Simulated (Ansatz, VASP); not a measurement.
**Two plane-wave programs on Si2Br3**

```
Si Br
1.0
     4.29128    0.00000    0.00000
    -2.14564    3.71636    0.00000
     0.00000    0.00000    8.91129
Si Br
2 3
Cartesian
  0.0000 2.4776 7.2270
  2.1456 1.2388 1.6842
  2.1456 1.2388 5.9551
  0.0000 0.0000 0.0000
  0.0000 2.4776 2.9562
```

Alike in both runs: functional PBE; dispersion D3(BJ); k mesh 12 × 12 × 4; occupations gaussian, width 0.1 eV; no spin polarisation.

Ansatz relaxed the structure, and its values are those at the end. VASP's run is a single point on that final structure, the one shown.

|  | VASP | Ansatz |
| --- | --- | --- |
| version | VASP 6.6.1 | Ansatz 0.2.0 |
| potentials or method | VASP PAW PBE potentials, release 64 (Si, Br), cutoff 520 eV | scalar-relativistic, plane waves, PAW |
| valence electrons in the cell | 29 | 29 |

```csv
,VASP,Ansatz,Ansatz less VASP
gap on the k mesh at the Fermi level (eV),none,none,-
pressure (GPa),0.0,0.0,0.00
```

A gap of «none» marks a metal or a gap that the smearing closes. Ansatz's warnings: dispersion switch in reach, relaxed geometry near dispersion switch.
